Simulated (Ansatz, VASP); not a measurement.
One calculation of Ba2SeS, two programs

INCAR

```
ALGO = Normal
EDIFF = 1E-7
ENCUT = 520
GGA = PE
ISIF = 2
ISMEAR = 0
LASPH = T
LCHARG = F
LREAL = F
LWAVE = F
NBANDS = 24
NELM = 60
PREC = Accurate
SIGMA = 0.01
```

Contents of KPOINTS:

```
k-points
0
Gamma
  4 4 4
```

The input POSCAR:

```
Ba2SeS
1.0
    4.6309749285      0.0000000000      0.0000000000
    0.0000000000      4.6309749285      0.0000000000
    0.0000000000      0.0000000000      6.5505127717
S Ba Se
1 2 1
Direct
    0.0000000000      0.0000000000      0.0000000000
    0.0000000000      0.0000000000      0.5000000000
    0.5000000000      0.5000000000      0.0000000000
    0.5000000000      0.5000000000      0.5000000000
```

Input for Ansatz:

```yaml
crystal:
  lattice:
    - [4.6309749285, 0.0, 0.0]
    - [0.0, 4.6309749285, 0.0]
    - [0.0, 0.0, 6.5505127717]
  atoms:
    - { symbol: S, position: [0.0, 0.0, 0.0] }
    - { symbol: Ba, position: [0.0, 0.0, 0.5] }
    - { symbol: Se, position: [0.5, 0.5, 0.5] }
    - { symbol: Ba, position: [0.5, 0.5, 0.0] }
kpoints:
  mp_grid: { grid: [4, 4, 4] }
hamiltonian:
  xc: pbe
scf:
  occupations: { method: fixed }
  n_extra_bands: 5
output:
  forces: true
  stress: true
  eigenvalues: true
```

Alike in both runs: task single point; functional PBE; k mesh 4 × 4 × 4; no spin polarisation.

|  | VASP | Ansatz |
| --- | --- | --- |
| version | VASP 6.6.1 | Ansatz 0.2.0 |
| potentials or method | VASP PAW PBE potentials, release 64 (S, Ba_sv, Se) | plane waves, PAW |
| plane-wave cutoff (eV) | 520 | 420 |
| occupations | gaussian, width 0.01 eV | fixed |
| valence electrons in the cell | 32 | 42 |

```csv
,VASP,Ansatz,Ansatz less VASP
gap on the k mesh at the Fermi level (eV),2.01,2.11,+0.093
pressure (GPa),0.5,0.0,-0.50
```

VASP's potentials hold 32 valence electrons a cell and Ansatz's 42, so a difference there can come from the potentials and not from the codes.

Spin-orbit coupling is off throughout.
